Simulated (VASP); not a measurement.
# HC2 in VASP: single point with PBEsol

Aim: the single point of HC2 with PBEsol.

All numbers are computed with VASP 6.6.1; they aren't measurements. Logs are shortened: lines on timing, memory, paths and dates and some standing lists are left out, and cuts for length are marked.

## (1) The cell of the first run

The cell holds a slab with vacuum, 30 atoms: a = 5.049 Å, b = 5.049 Å, c = 16.165 Å, α = 90.00°, β = 90.00°, γ = 90.00°.

## (2) Single point, PBEsol

Contents of INCAR:

```
  PREC = Accurate
  ENCUT = 520
  EDIFF = 1E-6
  ISMEAR = 0
  SIGMA = 0.02
  LREAL = Auto
  LASPH = T
  NELM = 100
  ALGO = Normal
  ISIF = 2
  LWAVE = F
  LCHARG = F
  GGA = PS
  NBANDS = 66
```

Contents of KPOINTS:

```
regular mesh
0
Gamma
  2 2 1
```

Contents of POSCAR:

```
HC2
1.0
    5.0487420000      0.0000000000      0.0000000000
    0.0000000000      5.0487420000      0.0000000000
    0.0000000000      0.0000000000     16.1647000000
H C
10 20
Direct
    0.4277868800      0.0000000000      0.0618632000
    0.0722131600      0.0000000000      0.0618632000
    0.9277869200      0.0000000000      0.0618632000
    0.5722132000      0.0000000000      0.0618632000
    0.4277868800      0.5000000400      0.0618632000
    0.0722131600      0.5000000400      0.0618632000
    0.9277869200      0.5000000400      0.0618632000
    0.5722132000      0.5000000400      0.0618632000
    0.7499581101      0.4872212710      0.3815316386
    1.2499700754      0.0129217839      0.3815432901
    0.2500000200      0.0000000000      0.1011277700
    0.7500000600      0.0000000000      0.1011277700
    0.2500000200      0.5000000400      0.1011277700
    0.7500000600      0.5000000400      0.1011277700
    0.2500000200      0.2500000200      0.1563406700
    0.7500000600      0.2500000200      0.1563406700
    0.2500000200      0.7500000600      0.1563406700
    0.7500000600      0.7500000600      0.1563406700
   -0.0000114357      0.2499533588      0.2071146995
    0.5000005160      0.2499637605      0.2071125738
    0.0000289453      0.7499636548      0.2156792551
    0.4999809086      0.7499697324      0.2156816384
   -0.0026764594      0.0137983632      0.2678052095
    0.5027706290      0.0137639259      0.2678239615
    0.0026475464      0.4861159423      0.2677659359
    0.4972816883      0.4861061423      0.2677632139
    0.2499836475      0.0930687199      0.3181489232
    0.7500484877      0.0946222691      0.3108878313
    0.2499667872      0.4051869652      0.3107748645
    0.7499913484      0.4069129159      0.3181308047
```

Potentials or basis: VASP PAW PBE potentials, release 64 (H, C).

On the command line:

```bash
$ cat potpaw_PBE.64/H/POTCAR potpaw_PBE.64/C/POTCAR > POTCAR
$ mpirun -np 1 vasp_std > vasp.out
```

OUTCAR:

```text
PREC = Accurate
   ENCUT = 520
   EDIFF = 1E-6
   ISMEAR = 0
   LREAL = Auto
   LASPH = T
   NELM = 100
   ISIF = 2
   GGA = PS

 ion  position               nearest neighbor table
   1  0.428  0.000  0.062-   4 0.73  11 1.10
   2  0.072  0.000  0.062-   3 0.73  11 1.10
   3  0.928  0.000  0.062-   2 0.73  12 1.10
   4  0.572  0.000  0.062-   1 0.73  12 1.10
   5  0.428  0.500  0.062-   8 0.73  13 1.10
   6  0.072  0.500  0.062-   7 0.73  13 1.10
   7  0.928  0.500  0.062-   6 0.73  14 1.10
   8  0.572  0.500  0.062-   5 0.73  14 1.10
   9  0.750  0.487  0.382-  30 1.10
  10  0.250  0.013  0.382-  27 1.10
  11  0.250  0.000  0.101-   1 1.10   2 1.10  17 1.55  15 1.55
  12  0.750  0.000  0.101-   4 1.10   3 1.10  18 1.55  16 1.55
  13  0.250  0.500  0.101-   5 1.10   6 1.10  17 1.55  15 1.55
  14  0.750  0.500  0.101-   8 1.10   7 1.10  18 1.55  16 1.55
  15  0.250  0.250  0.156-  20 1.51  19 1.51  11 1.55  13 1.55
  16  0.750  0.250  0.156-  19 1.51  20 1.51  12 1.55  14 1.55
[... 9 lines left out ...]
  26  0.497  0.486  0.268-  29 1.49  20 1.54  30 1.57  22 1.58
  27  0.250  0.093  0.318-  10 1.10  23 1.57  24 1.57  29 1.58
  28  0.750  0.095  0.311-  24 1.49  23 1.49  30 1.58
  29  0.250  0.405  0.311-  26 1.49  25 1.49  27 1.58
  30  0.750  0.407  0.318-   9 1.10  25 1.57  26 1.57  28 1.58

  LATTYP: Found a simple tetragonal cell.
 ALAT       =     5.0487420000
 C/A-ratio  =     3.2017282721

  Lattice vectors:

 A1 = (   5.0487420000,   0.0000000000,   0.0000000000)
 A2 = (   0.0000000000,   5.0487420000,   0.0000000000)
 A3 = (   0.0000000000,   0.0000000000,  16.1647000000)

Analysis of symmetry for initial positions (statically):
=====================================================================
 Subroutine PRICEL returns:
 Original cell was already a primitive cell.

 Routine SETGRP: Setting up the symmetry group for a
 simple tetragonal supercell.

 Subroutine GETGRP returns: Found  1 space group operations
 (whereof  1 operations were pure point group operations)
 out of a pool of 16 trial point group operations.

The static configuration has the point symmetry C_1 .

Analysis of symmetry for dynamics (positions and initial velocities):
=====================================================================
 Subroutine PRICEL returns:
 Original cell was already a primitive cell.

 Routine SETGRP: Setting up the symmetry group for a
 simple tetragonal supercell.

 Subroutine GETGRP returns: Found  1 space group operations
[... 142 lines left out ...]
   IBRION =     -1    ionic relax: 0-MD 1-quasi-New 2-CG
   NFREE  =      0    steps in history (QN), initial steepest desc. (CG)
   ISIF   =      2    stress and relaxation
   ISYM   =      2    0-nonsym 1-usesym 2-fastsym
   POTIM  = 0.5000    time-step for ionic-motion
   TEBEG  =    0.0;   TEEND  =   0.0 temperature during run
   PSTRESS=    0.0 pullay stress
   NELECT =      90.0000    total number of electrons
   NUPDOWN=      -1.0000    fix difference up-down
   EMIN   =  10.00;   EMAX   =-10.00  energy-range for DOS
   EFERMI =   0.00;   METHOD = LEGACY
   ISMEAR =     0;   SIGMA  =   0.02  broadening in eV -4-tet -1-fermi 0-gaus
   EFERMI_NEDOS =   21; number of points for ismear=-14 and -15
   IALGO  =     38    algorithm
   IMIX   =      4    mixing-type and parameters
     AMIX     =   0.40;   BMIX     =  1.00
     AMIX_MAG =   1.60;   BMIX_MAG =  1.00
  volume/ion in A,a.u.               =      13.73        92.68
  Fermi-wavevector in a.u.,A,eV,Ry     =   0.985926  1.863130 13.225545  0.972050
  Thomas-Fermi vector in A             =   2.117269
   LORBIT       =      0    0 simple, 1 ext, 2 COOP (PROOUT), +10 PAW based schemes
   GGA     = PS    functional components
   LHFCALC =     F    Hartree Fock is set to
   AEXX    =    0.0000 exact exchange contribution
   IVDW    =     0    specifies the selected vdW correction
   LEPSILON=     F    determine dielectric tensor
   LRPA    =     F    only Hartree local field effects (RPA)
 non-spin polarized calculation
 Gauss-broadening in eV      SIGMA  =   0.02
  energy-cutoff  :      520.00
  volume of cell :      412.03
 maximum number of plane-waves:     11113
 NGX is ok and might be reduce to    40
   NGX = 19   NGY = 19   NGZ = 61

 number of electron      90.0000005 magnetization

 Free energy of the ion-electron system (eV)
  ---------------------------------------------------
  ext. energy  EPLUGINS =         0.00000000
  ---------------------------------------------------
  free energy    TOTEN  =      -207.52976617 eV

  energy without entropy =     -207.52976245  energy(sigma->0) =     -207.52976431

 E-fermi :   0.8000     XC(G=0):  -5.3523

 val. band max:        0.7457993080   @ k =   0.0000   0.0000   0.0000
 cond. band min:       0.8546316139   @ k =   0.5000   0.0000   0.0000
 fundamental gap:      0.1088323058
 Fermi energy:         0.7999694913

 k-point     1 :       0.0000    0.0000    0.0000
  band No.  band energies     occupation
      1     -20.6205      2.00000
      2     -18.3089      2.00000
      3     -16.3947      2.00000
      4     -16.0528      2.00000
      5     -15.9475      2.00000
      6     -15.8833      2.00000
[... 229 lines left out ...]
     56       6.5230      0.00000
     57       6.8366      0.00000
 [bands above 57 left out]

------------------------ aborting loop because EDIFF is reached ----------------------------------------

  FORCE on cell =-STRESS in cart. coord.  units (eV):
  Direction    XX          YY          ZZ          XY          YZ          ZX
  --------------------------------------------------------------------------------------
  -------------------------------------------------------------------------------------
  Total       69.0546642     -9.5855513     -4.3308983      0.0079745      0.0400277      0.0009946
  in kB      268.5156451    -37.2729421    -16.8404838      0.0310085      0.1556456      0.0038673
  external PRESSURE =      71.4674064 kB  Pullay stress =       0.0000000 kB

 VOLUME and BASIS-vectors are now :
 -----------------------------------------------------------------------------
  energy-cutoff  :      520.00
  volume of cell :      412.03
      direct lattice vectors                 reciprocal lattice vectors
     5.048742000  0.000000000  0.000000000     0.198069143  0.000000000  0.000000000
     0.000000000  5.048742000  0.000000000     0.000000000  0.198069143  0.000000000
     0.000000000  0.000000000 16.164700000     0.000000000  0.000000000  0.061863196

 POSITION                                       TOTAL-FORCE (eV/Angst)
 -----------------------------------------------------------------------------------
      2.15979      0.00000      1.00000        -8.929295     -0.030350      0.043705
      0.36459      0.00000      1.00000         8.929346     -0.030322      0.043551
      4.68416      0.00000      1.00000        -8.946777     -0.046656      0.002305
      2.88896      0.00000      1.00000         8.946863     -0.046635      0.002215
      2.15979      2.52437      1.00000        -8.946620      0.046531      0.002338
      0.36459      2.52437      1.00000         8.946444      0.046563      0.002494
[... 22 lines left out ...]
      1.26202      2.04568      5.02358         0.001324     -0.004670      0.073101
      3.78651      2.05440      5.14249        -0.002555     -0.001111      0.034654
 -----------------------------------------------------------------------------------
    total drift:                               -0.000210     -0.002828      0.041965

  FREE ENERGIE OF THE ION-ELECTRON SYSTEM (eV)
  ---------------------------------------------------
  free  energy   TOTEN  =      -207.5297661692 eV

  energy  without entropy=     -207.5297624528  energy(sigma->0) =     -207.52976431
```

stdout:

```text
POSCAR found type information on POSCAR H C
 POSCAR found :  2 types and      30 ions
 scaLAPACK will be used
 -----------------------------------------------------------------------------
|                                                                             |
|                                                                             |
|     You enforced a specific xc type in the INCAR file but a different       |
|     I HOPE YOU KNOW WHAT YOU ARE DOING!                                     |
|                                                                             |
 -----------------------------------------------------------------------------

 LDA part: xc-table for (Slater+PW92), standard interpolation
 POSCAR, INCAR and KPOINTS ok, starting setup
 FFT: planning ... GRIDC
 FFT: planning ... GRID_SOFT
 FFT: planning ... GRID
 WAVECAR not read
 entering main loop
```

Run time: 2.6 min. Hardware: 1 thread of AMD EPYC 7R13 (Zen 3), shared host; peak memory 0.41 GiB.

Results:

```yaml
Free_energy: -207.5298 eV
Largest_force: 8.947 eV/Å
Band_gap_on_the_k_mesh: zero (band 45 reaches 0.93 eV, above the bottom of band 46 at 0.65 eV)
```

Forces on the atoms (eV/Å):
```
H   -8.929 -0.030  0.044
H    8.929 -0.030  0.044
H   -8.947 -0.047  0.002
H    8.947 -0.047  0.002
H   -8.947  0.047  0.002
H    8.946  0.047  0.002
H   -8.929  0.030  0.044
H    8.929  0.030  0.044
H    0.001  0.009  0.016
H    0.000 -0.012  0.028
C    0.000 -0.201  1.207
C    0.000 -0.156  1.133
C    0.001  0.156  1.135
C    0.000  0.203  1.208
C   -0.001  0.103 -3.035
C   -0.001 -0.118 -3.036
C    0.001  0.064  0.505
C    0.000 -0.064  0.505
C   -0.003  0.000 -0.002
C    0.006 -0.005  0.004
C   -0.007  0.003  0.001
C    0.006  0.000  0.002
C    0.021 -0.059 -0.008
C   -0.032 -0.052 -0.013
C   -0.017  0.057  0.001
C    0.025  0.057  0.003
C    0.006  0.002  0.015
C   -0.003  0.021  0.042
C    0.001 -0.005  0.073
C   -0.003 -0.001  0.035
```

Caveat: the k points lie up to 0.62 Å⁻¹ apart; the PAW data sets were made with another functional, which shifts forces and pressure a little.
